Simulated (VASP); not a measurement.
Write the native input for VASP 6.6.1 that does the following.

| Property | Result |
| --- | --- |
| Task | single point |
| Functional | PBE |
| Potentials or basis | VASP PAW PBE potentials, release 64 (Te) |
| Cutoff | 520 eV |
| k mesh | 15 × 15 × 15 |
| Occupations | fermi-dirac, width 0.08 eV |
| Spin | no spin polarisation |
| Dipole correction | no |
| Further INCAR settings | ALGO = Normal; EDIFF = 1e-06; NBANDS = 13 |

The structure of Te lies in POSCAR:

```
Te
1.0
   -3.1257184844      3.1257184844      1.5645118081
    3.1257184844     -3.1257184844      1.5645118081
    3.1257184844      3.1257184844     -1.5645118081
Te
2
Direct
   -0.3750000000     -0.1250000000     -0.2500000000
    0.3750000000      0.1250000000      0.2500000000
```

The input as run:

INCAR

```
PREC = Accurate
ENCUT = 520
EDIFF = 1E-6
ISMEAR = -1
SIGMA = 0.08
LREAL = False
LASPH = True
NELM = 100
ALGO = Normal
ISIF = 2
LWAVE = False
LCHARG = False
GGA = PE
NBANDS = 13
```

KPOINTS

```
regular mesh
0
Gamma
  15 15 15
```

Potentials or basis: VASP PAW PBE potentials, release 64 (Te).

Command:

```bash
$ cat potpaw_PBE.64/Te/POTCAR > POTCAR
$ mpirun -np 1 vasp_std > vasp.out
```

Results of the run:

```yaml
Pressure: 2.7 GPa
Band_gap_on_the_k_mesh: zero (bands 6 and 7 overlap by 3.75 eV)
```

Caveat: spin-orbit coupling is left out, which moves the levels of the heavy elements.

Run time: 83 s on 1 thread of Intel(R) Xeon(R) Platinum 8488C (Sapphire Rapids), with other jobs on the host, peak memory 0.34 GiB.
